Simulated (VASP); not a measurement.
# V (P6_3/mmc) in VASP: further runs, part 2 of 2

VASP 6.6.1. Earlier steps stand in the parts before.

**4. Relaxation of cell and atoms, PBEsol**

This run uses another cell than the first one, of 13.87 Å³/atom.

Input file INCAR:

```
SYSTEM = V
ALGO     = Normal         ! electronic algorithm
EDIFF    = 1E-7           ! SCF threshold, eV
EDIFFG   = -0.005         ! ionic threshold
ENCUT    = 600            ! plane-wave cutoff, eV
GGA      = PS             ! functional
IBRION   = 2              ! ionic algorithm
ISIF     = 3              ! what is computed and relaxed
ISMEAR   = 0              ! smearing method
LASPH    = .True.         ! aspherical terms in the spheres
LCHARG   = .False.        ! write CHGCAR
LREAL    = .False.        ! projectors in reciprocal space
LWAVE    = .False.        ! write WAVECAR
NELM     = 100            ! most SCF steps
NSW      = 100            ! ionic steps
PREC     = Accurate       ! precision mode
SIGMA    = 0.1            ! smearing width, eV
```

Input file KPOINTS:

```
k-points
0
Gamma
  18 18 10
  0 0 0
```

Input file POSCAR:

```
V
1.0
    2.6042941027      0.0000000000      0.0000000000
   -1.3021470513      2.2553848518      0.0000000000
    0.0000000000      0.0000000000      4.7233360000
V
2
Direct
    0.6666666700      0.3333333300      0.7500000000
    0.3333333300      0.6666666700      0.2500000000
```

Potentials or basis: VASP PAW PBE potentials, release 64 (V_sv).

Started as:

```console
$ cat potpaw_PBE.64/V_sv/POTCAR > POTCAR
$ mpirun -np 1 vasp_std > vasp.out
```

OUTCAR:

```text
SYSTEM = V
   EDIFF = 1E-7
   EDIFFG = -0.005
   ENCUT = 600
   GGA = PS
   IBRION = 2
   ISIF = 3
   ISMEAR = 0
   LASPH = .True.
   LREAL = .False.
   NELM = 100
   NSW = 100
   PREC = Accurate

 ion  position               nearest neighbor table
   1  0.667  0.333  0.750-   2 2.80   2 2.80   2 2.80   2 2.80   2 2.80   2 2.80
   2  0.333  0.667  0.250-   1 2.80   1 2.80   1 2.80   1 2.80   1 2.80   1 2.80

  LATTYP: Found a hexagonal cell.
 ALAT       =     2.6042941027
 C/A-ratio  =     1.8136722712

  Lattice vectors:

 A1 = (   2.6042941027,   0.0000000000,   0.0000000000)
 A2 = (  -1.3021470513,   2.2553848518,   0.0000000000)
 A3 = (   0.0000000000,   0.0000000000,   4.7233360000)

Analysis of symmetry for initial positions (statically):
=====================================================================
 Subroutine PRICEL returns:
 Original cell was already a primitive cell.

 Routine SETGRP: Setting up the symmetry group for a
 hexagonal supercell.

 Subroutine GETGRP returns: Found 24 space group operations
 (whereof 12 operations were pure point group operations)
 out of a pool of 24 trial point group operations.

The static configuration has the point symmetry D_3d.
 The point group associated with its full space group is D_6h.

Analysis of symmetry for dynamics (positions and initial velocities):
=====================================================================
 Subroutine PRICEL returns:
 Original cell was already a primitive cell.

 Routine SETGRP: Setting up the symmetry group for a
 hexagonal supercell.

 Subroutine GETGRP returns: Found 24 space group operations
 (whereof 12 operations were pure point group operations)
 out of a pool of 24 trial point group operations.

The dynamic configuration has the point symmetry D_3d.
 The point group associated with its full space group is D_6h.

 Subroutine INISYM returns: Found 24 space group operations
 (whereof 12 operations are pure point group operations),
 and found     1 'primitive' translations

----------------------------------------------------------------------------------------

                                     Primitive cell

  volume of cell :      27.7434

  direct lattice vectors                    reciprocal lattice vectors
     2.604294103  0.000000000  0.000000000     0.383981210  0.221691655  0.000000000
    -1.302147051  2.255384852  0.000000000     0.000000000  0.443383310  0.000000000
     0.000000000  0.000000000  4.723336000     0.000000000  0.000000000  0.211714771

  length of vectors
     2.604294103  2.604294103  4.723336000     0.443383310  0.443383310  0.211714771

  position of ions in fractional coordinates (direct lattice)
     0.666666670  0.333333330  0.750000000
     0.333333330  0.666666670  0.250000000

  ion indices of the primitive-cell ions
   primitive index   ion index
                 1           1
                 2           2

----------------------------------------------------------------------------------------

 KPOINTS: k-points

Automatic generation of k-mesh.
 Grid dimensions read from file:
 generate k-points for:   18   18   10

 Generating k-lattice:

  Cartesian coordinates                     Fractional coordinates (reciprocal lattice)
     0.021332289  0.012316203  0.000000000     0.055555556 -0.000000000  0.000000000
     0.000000000  0.024632406  0.000000000     0.000000000  0.055555556  0.000000000
     0.000000000  0.000000000  0.021171477     0.000000000  0.000000000  0.100000000

  Length of vectors
     0.024632406  0.024632406  0.021171477

  Shift w.r.t. Gamma in fractional coordinates (k-lattice)
     0.000000000  0.000000000  0.000000000

 Subroutine IBZKPT returns following result:
 ===========================================

 Found    222 irreducible k-points:

 Following reciprocal coordinates:
            Coordinates               Weight
  0.000000  0.000000  0.000000      1.000000
  0.055556 -0.000000  0.000000      6.000000
  0.111111 -0.000000  0.000000      6.000000
  0.166667 -0.000000  0.000000      6.000000
  0.222222 -0.000000  0.000000      6.000000
  0.277778 -0.000000  0.000000      6.000000
[... 16 lines left out ...]
  0.333333  0.111111  0.000000     12.000000
  0.388889  0.111111  0.000000     12.000000
 [... further k-points ...]
   k-points           NKPTS =    222   k-points in BZ     NKDIM =    222   number of bands    NBANDS=     17
   number of dos      NEDOS =    301   number of ions     NIONS =      2
   total plane-waves  NPLWV =  23040
   dimension x,y,z NGX =    24 NGY =   24 NGZ =   40
   dimension x,y,z NGXF=    48 NGYF=   48 NGZF=   80
   ions per type =               2
   NGX,Y,Z   is equivalent  to a cutoff of  15.32, 15.32, 14.08 a.u.
   NGXF,Y,Z  is equivalent  to a cutoff of  30.64, 30.64, 28.16 a.u.
 SYSTEM =  V
   PREC   = accura    normal or accurate (medium, high low for compatibility)
   ISTART =      0    job   : 0-new  1-cont  2-samecut
   ICHARG =      2    charge: 1-file 2-atom 10-const
   ISPIN  =      1    spin polarized calculation?
   LNONCOLLINEAR =      F non collinear calculations
   LSORBIT =      F    spin-orbit coupling
   LASPH  =      T    aspherical Exc in radial PAW
   ENCUT  =  600.0 eV  44.10 Ry    6.64 a.u.   5.20  5.20  9.43*2*pi/ulx,y,z
   NELM   =    100;   NELMIN=  2; NELMDL= -5     # of ELM steps
   EDIFF  = 0.1E-06   stopping-criterion for ELM
   LREAL  =      F    real-space projection
   EDIFFG = -.5E-02   stopping-criterion for IOM
   NSW    =    100    number of steps for IOM
   IBRION =      2    ionic relax: 0-MD 1-quasi-New 2-CG
   NFREE  =      1    steps in history (QN), initial steepest desc. (CG)
   ISIF   =      3    stress and relaxation
   ISYM   =      2    0-nonsym 1-usesym 2-fastsym
   POTIM  = 0.5000    time-step for ionic-motion
   TEBEG  =    0.0;   TEEND  =   0.0 temperature during run
   PSTRESS=    0.0 pullay stress
   NELECT =      26.0000    total number of electrons
   NUPDOWN=      -1.0000    fix difference up-down
   EMIN   =  10.00;   EMAX   =-10.00  energy-range for DOS
   EFERMI =   0.00;   METHOD = LEGACY
   ISMEAR =     0;   SIGMA  =   0.10  broadening in eV -4-tet -1-fermi 0-gaus
   EFERMI_NEDOS =   21; number of points for ismear=-14 and -15
   IALGO  =     38    algorithm
   IMIX   =      4    mixing-type and parameters
     AMIX     =   0.40;   BMIX     =  1.00
     AMIX_MAG =   1.60;   BMIX_MAG =  1.00
  volume/ion in A,a.u.               =      13.87        93.61
  Fermi-wavevector in a.u.,A,eV,Ry     =   1.602062  3.027459 34.920768  2.566604
  Thomas-Fermi vector in A             =   2.698942
   LORBIT       =      0    0 simple, 1 ext, 2 COOP (PROOUT), +10 PAW based schemes
   GGA     = PS    functional components
   LHFCALC =     F    Hartree Fock is set to
   AEXX    =    0.0000 exact exchange contribution
   IVDW    =     0    specifies the selected vdW correction
   LEPSILON=     F    determine dielectric tensor
   LRPA    =     F    only Hartree local field effects (RPA)
 conjugate gradient relaxation of ions
 non-spin polarized calculation
 Gauss-broadening in eV      SIGMA  =   0.10
  energy-cutoff  :      600.00
  volume of cell :       27.74
 maximum number of plane-waves:       940
 NGX is ok and might be reduce to    24
   NGX = 11   NGY = 11   NGZ = 19

--------------------------------------- Ionic step        1  -------------------------------------------

 number of electron      26.0000001 magnetization

 Free energy of the ion-electron system (eV)
  ---------------------------------------------------
  ext. energy  EPLUGINS =         0.00000000
  ---------------------------------------------------
  free energy    TOTEN  =       -18.71757082 eV

  energy without entropy =      -18.70040579  energy(sigma->0) =      -18.70898831

 E-fermi :   9.5530     XC(G=0): -12.8797

 val. band max:        9.5528646335   @ k =   0.2778  -0.0000   0.5000
 cond. band min:       9.5564028064   @ k =   0.2778   0.1111   0.5000
 fundamental gap:      0.0035381729
 Fermi energy:         9.5530341844

 k-point     1 :       0.0000    0.0000    0.0000
  band No.  band energies     occupation
      1     -54.2321      2.00000
      2     -54.1231      2.00000
      3     -28.4438      2.00000
      4     -27.8029      2.00000
      5     -27.6627      2.00000
      6     -27.6627      2.00000
[... 572 lines left out ...]
  FREE ENERGIE OF THE ION-ELECTRON SYSTEM (eV)
  ---------------------------------------------------
  free  energy   TOTEN  =       -18.7425107418 eV

  energy  without entropy=      -18.7261293754  energy(sigma->0) =      -18.73432006

[... ionic steps 4 to 9 ...]

--------------------------------------- Ionic step       10  -------------------------------------------

 number of electron      26.0000008 magnetization

------------------------ aborting loop because EDIFF is reached ----------------------------------------
[... 67 lines left out ...]
--------------------------------------- Ionic step       12  -------------------------------------------

 number of electron      26.0000009 magnetization

 Free energy of the ion-electron system (eV)
  ---------------------------------------------------
  ext. energy  EPLUGINS =         0.00000000
  ---------------------------------------------------
  free energy    TOTEN  =       -18.74266458 eV

  energy without entropy =      -18.72629434  energy(sigma->0) =      -18.73447946

 E-fermi :  10.0654     XC(G=0): -13.1024

 val. band max:       10.0562614454   @ k =   0.2222  -0.0000   0.4000
 cond. band min:      10.0658646799   @ k =   0.4444   0.1111   0.2000
 fundamental gap:      0.0096032346
 Fermi energy:        10.0654109836

 k-point     1 :       0.0000    0.0000    0.0000
  band No.  band energies     occupation
      1     -53.6893      2.00000
      2     -53.5573      2.00000
      3     -27.9428      2.00000
      4     -27.1981      2.00000
      5     -27.0653      2.00000
      6     -27.0653      2.00000
[... 500 lines left out ...]
  FREE ENERGIE OF THE ION-ELECTRON SYSTEM (eV)
  ---------------------------------------------------
  free  energy   TOTEN  =       -18.7426645760 eV

  energy  without entropy=      -18.7262943378  energy(sigma->0) =      -18.73447946

 reached required accuracy - stopping structural energy minimisation
```

Run time: 4 min. Hardware: 1 thread of Intel Xeon 6975P-C (Granite Rapids), shared host; peak memory 0.25 GiB.

What came out:

```
Free energy                           : -18.7427 eV
Relaxed volume                        : 13.32 Å³/atom
Relaxed cell                          : a = 2.574 Å, b = 2.574 Å, c = 4.643 Å, α = 90.00°, β = 90.00°, γ = 120.00°
Space group after relaxing (to 0.1 Å) : P6_3/mmc (No. 194)
Energy gained by relaxing             : 12.5 meV/atom
Ionic steps                           : 12
Pressure after relaxing               : 0.0 GPa
Band gap on the k mesh                : zero (bands 13 and 14 overlap by 2.32 eV)
```

Step by step:
| step | energy change (eV) | largest force (eV/Å) | pressure (GPa) | volume (Å³) |
| --- | --- | --- | --- | --- |
| 1 | 0.0000 | 0.0000 | -6.99 | 27.74 |
| 2 | 0.0127 | 0.0000 | 9.99 | 25.38 |
| 3 | -0.0249 | 0.0000 | -0.06 | 26.65 |
| 4 | -0.0249 | 0.0000 | 0.09 | 26.63 |
| 5 | -0.0251 | 0.0000 | 0.10 | 26.63 |
| 6 | -0.0251 | 0.0000 | 0.09 | 26.63 |
| 7 | -0.0251 | 0.0000 | 0.09 | 26.63 |
| 8 | -0.0251 | 0.0000 | 0.08 | 26.63 |
| 9 | -0.0251 | 0.0000 | 0.08 | 26.63 |
| 10 | -0.0251 | 0.0000 | 0.08 | 26.63 |
| 11 | -0.0251 | 0.0000 | -0.10 | 26.66 |
| 12 | -0.0251 | 0.0000 | 0.01 | 26.64 |

Final structure:
```
V
1.0
     2.57403    0.00000    0.00000
    -1.28702    2.22918    0.00000
     0.00000    0.00000    4.64347
V
2
Direct
  0.66667 0.33333 0.75000
  0.33333 0.66667 0.25000
```

Caveat: the PAW data sets were made with another functional, which shifts forces and pressure a little.

**5. Single point, PBEsol, collinear spin, ferromagnetic start**

This run uses another cell than the first one, of 13.87 Å³/atom.

Input file INCAR:

```
PREC     = Accurate       # precision mode
ENCUT    = 520            # plane-wave cutoff, eV
EDIFF    = 1E-6           # SCF threshold, eV
ISMEAR   = 0              # smearing method
SIGMA    = 0.1            # smearing width, eV
LREAL    = False          # projectors in reciprocal space
LASPH    = True           # aspherical terms in the spheres
NELM     = 150            # most SCF steps
ALGO     = Normal         # electronic algorithm
ISIF     = 2              # what is computed and relaxed
LWAVE    = False          # write WAVECAR
LCHARG   = False          # write CHGCAR
ISPIN    = 2              # spin polarisation
MAGMOM   = 2 2            # initial moments
LORBIT   = 11             # projections on sites
LMAXMIX  = 4              # l up to which the mixer works
GGA      = PS             # functional
NBANDS   = 24             # bands
```

Input file KPOINTS:

```
Automatic mesh
0
Gamma
  9 9 4
```

POSCAR is that of step 4.

Started as:

```console
$ cat potpaw_PBE.64/V_sv/POTCAR > POTCAR
$ mpirun -np 1 vasp_std > vasp.out
```

It took 36 s on 1 thread of Intel Xeon 6975P-C (Granite Rapids), shared host; peak memory 0.16 GiB.

It converged, with:

* Free energy: -18.7265 eV
* Pressure: -6.9 GPa
* Band gap on the k mesh: zero (filled and empty bands overlap)
* Net moment: 0.00 μB per cell
* Valence electrons inside the program's atomic spheres: V 11.63

Stress tensor (GPa, compression positive):
```
-6.72  0.00  0.00
 0.00 -6.72  0.00
 0.00  0.00 -7.12
```

Levels at points of the mesh, in eV from the Fermi level:
Spin up:
| k point | band 11 | band 12 | band 13 | band 14 | band 15 | band 16 |
| --- | --- | --- | --- | --- | --- | --- |
| (0.00, 0.00, 0.00) | -0.57 | -0.21 | 0.32 | 0.32 | 0.64 | 0.64 |
| (0.00, 0.00, 0.50) | -1.01 | -1.01 | 0.36 | 0.36 | 0.36 | 0.36 |
Spin down:
| k point | band 9 | band 10 | band 11 | band 12 | band 13 | band 14 | band 15 | band 16 | band 17 | band 18 |
| --- | --- | --- | --- | --- | --- | --- | --- | --- | --- | --- |
| (0.00, 0.00, 0.00) | -6.85 | -3.44 | -0.57 | -0.21 | 0.32 | 0.32 | 0.64 | 0.64 | 1.83 | 1.83 |
| (0.00, 0.00, 0.50) | -5.09 | -5.09 | -1.01 | -1.01 | 0.36 | 0.36 | 0.36 | 0.36 | 2.49 | 2.49 |

Caveat: the cell stands under tension; the moments typed at the start vanished in this run; the PAW data sets were made with another functional, which shifts forces and pressure a little.

**6. Overview**

```csv
task,spin,cell,k mesh,cutoff (eV),smearing,gap on the mesh (eV),pressure (GPa)
single point,off,"a = 2.574, b = 2.574, c = 4.642 Å, angles 90.0, 90.0, 120.0°, 2 atoms",27 × 27 × 14,520,gaussian 0.15 eV,none,0.2
single point,off,"a = 2.574, b = 2.574, c = 4.642 Å, angles 90.0, 90.0, 120.0°, 2 atoms",18 × 18 × 10,520,gaussian 0.1 eV,none,0.1
relaxation of cell and atoms,off,"relaxed from a = 2.604, b = 2.604, c = 4.723 Å, angles 90.0, 90.0, 120.0°, 2 atoms",18 × 18 × 10,600,gaussian 0.1 eV,none,0.0
single point,"collinear, ferromagnetic start","a = 2.604, b = 2.604, c = 4.723 Å, angles 90.0, 90.0, 120.0°, 2 atoms",9 × 9 × 4,520,gaussian 0.1 eV,none,-6.9
```

Alike in all rows: level PBEsol; potentials or basis VASP PAW PBE potentials, release 64 (V_sv).

Caveats: the PAW data sets were made with another functional, which shifts forces and pressure a little; the cell stands under tension (at least some runs); the moments typed at the start vanished in this run (at least some runs).

Absolute energies hang on the potentials; compare differences alone.

The gap in the log of VASP goes by the Fermi energy; the results here count the filled bands.